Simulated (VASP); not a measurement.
## ZnSnP2: single point with PBEsol

The system is ZnSnP2.

```
Zn Sn P
1.0
    -2.95110    2.95110    5.78175
     2.95110   -2.95110    5.78175
     2.95110    2.95110   -5.78175
Zn Sn P
2 2 4
Direct
  0.75000 0.25000 0.50000
  0.00000 0.00000 0.00000
  0.25000 0.75000 0.50000
  0.50000 0.50000 0.00000
  0.37500 0.35049 0.47549
  0.64951 0.12500 0.02451
  0.10049 0.62500 0.97549
  0.87500 0.89951 0.52451
```

```
Program             : VASP 6.6.1
Task                : single point
Functional          : PBEsol
Potentials or basis : VASP PAW PBE potentials, release 64 (Zn, Sn_d, P)
Cutoff              : 500 eV
k mesh              : 8 × 8 × 8
Occupations         : gaussian, width 0.05 eV
Spin                : no spin polarisation
```

```
Pressure               : -6.8 GPa
Largest force          : 0.259 eV/Å
Band gap on the k mesh : 0.12 eV
```

Forces on the atoms (eV/Å):
```
Zn   0.000  0.000  0.000
Zn   0.000  0.000  0.000
Sn   0.000  0.000  0.000
Sn   0.000  0.000  0.000
P    0.259  0.000  0.000
P    0.000 -0.259  0.000
P    0.000  0.259  0.000
P   -0.259  0.000  0.000
```

Stress tensor (GPa, compression positive):
```
-7.29  0.00  0.00
 0.00 -7.29  0.00
 0.00  0.00 -5.93
```

Levels at points of the mesh, in eV from the valence-band top:
```
           k point  band 32  band 33  band 34  band 35  band 36  band 37  band 38  band 39  band 40  band 41
(0.00, 0.00, 0.00)    -2.35    -2.35    -0.11    -0.11     0.00     0.12     1.29     1.30     3.20     3.20
(0.50, 0.00, 0.00)    -2.21    -2.04    -1.68    -1.34    -0.89     2.01     2.18     2.64     3.38     3.48
(0.50, 0.50, 0.00)    -1.47    -1.10    -1.10    -0.75    -0.75     0.69     0.69     2.45     2.45     3.93
(0.50, 0.50, 0.50)    -2.37    -1.64    -1.64    -1.29    -1.29     1.14     1.14     1.43     1.43     2.14
```

Wall time 20 min on 1 thread of Oxide Virtual Turin-like Processor (shared host), peak memory 0.66 GiB.

Caveat: the cell stands under tension; semilocal functionals underestimate gaps, and a narrow one can read as zero; the PAW data sets were made with another functional, which shifts forces and pressure a little; spin-orbit coupling is left out, which moves the levels of the heavy elements.
